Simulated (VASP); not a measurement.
Input of a VASP 6.6.1 run:

INCAR

```
SYSTEM = Rb2CdSe2O6
PREC = Accurate
ENCUT = 520
EDIFF = 1E-6
ISMEAR = -1
SIGMA = 0.02
LREAL = .FALSE.
LASPH = .TRUE.
NELM = 80
ALGO = Normal
ISIF = 2
LWAVE = .FALSE.
LCHARG = .FALSE.
GGA = PE
NBANDS = 50
```

Contents of KPOINTS:

```
regular mesh
0
G
  4 4 4
  0 0 0
```

POSCAR

```
Rb2CdSe2O6
1.0
    2.8751508921      1.6599691415      6.5561700000
   -2.8751508921      1.6599691415      6.5561700000
    0.0000000000     -3.3199382831      6.5561700000
Rb Cd Se O
2 1 2 6
Direct
    0.8022830845      0.8022830845      0.8022830845
    0.1977169155      0.1977169155      0.1977169155
    0.0000000000      0.0000000000      0.0000000000
    0.6258833531      0.6258833531      0.6258833531
    0.3741166469      0.3741166469      0.3741166469
    0.7448225625      0.2765569563      0.7448225625
    0.7448225625      0.7448225625      0.2765569563
    0.2765569563      0.7448225625      0.7448225625
    0.2551774375      0.7234430437      0.2551774375
    0.7234430437      0.2551774375      0.2551774375
    0.2551774375      0.2551774375      0.7234430437
```

Potentials or basis: VASP PAW PBE potentials, release 64 (Rb_sv, Cd, Se, O).

Command:

```bash
$ cat potpaw_PBE.64/Rb_sv/POTCAR potpaw_PBE.64/Cd/POTCAR potpaw_PBE.64/Se/POTCAR potpaw_PBE.64/O/POTCAR > POTCAR
$ mpirun -np 1 vasp_std > vasp.out
```

Q: Predict the largest force.

A: 0.266 eV/Å.

Q: What does it give for the band gap on the k mesh?

A: 3.86 eV (least direct gap 4.00 eV).

Stress tensor (GPa, compression positive):
```
3.73 0.00 0.00
0.00 3.73 0.00
0.00 0.00 2.81
```

Caveat: the cell stands under pressure. A k mesh can miss the band edges.
